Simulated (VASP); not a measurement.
Crystal: BeS.

```
CELL_PARAMETERS angstrom
0.00000 2.43431 2.43431
2.41848 0.00000 2.43431
2.41848 2.43431 0.00000
ATOMIC_POSITIONS crystal
Be 0.00000 0.00000 0.00000
S 0.25000 0.25000 0.25000
```

This cell differs from its parent crystal: uniaxial x strain -0.7%.

Base run:

```yaml
Program: VASP 6.6.1
Functional: r2SCAN
Potentials_or_basis: VASP PAW PBE potentials, release 64 (Be, S)
Cutoff: 520 eV
k_mesh: 10 × 10 × 10
Occupations: gaussian, width 0.01 eV
Spin: no spin polarisation
```

Its results: band gap on the k mesh 3.53 eV, indirect (least direct gap 6.23 eV); pressure 0.9 GPa.

Problem. The run is repeated on the same cell with these changes: functional from r2SCAN to HSE06; k mesh from 10 × 10 × 10 to 6 × 6 × 6. What comes out?

Solution. Band gap on the k mesh 4.00 eV, indirect (least direct gap 6.84 eV); pressure -0.4 GPa.

Several settings changed at once, so the effect can't be laid on one alone.

Caveats: the PAW data sets were made with another functional, which shifts forces and pressure a little.

A k mesh can miss the band edges.
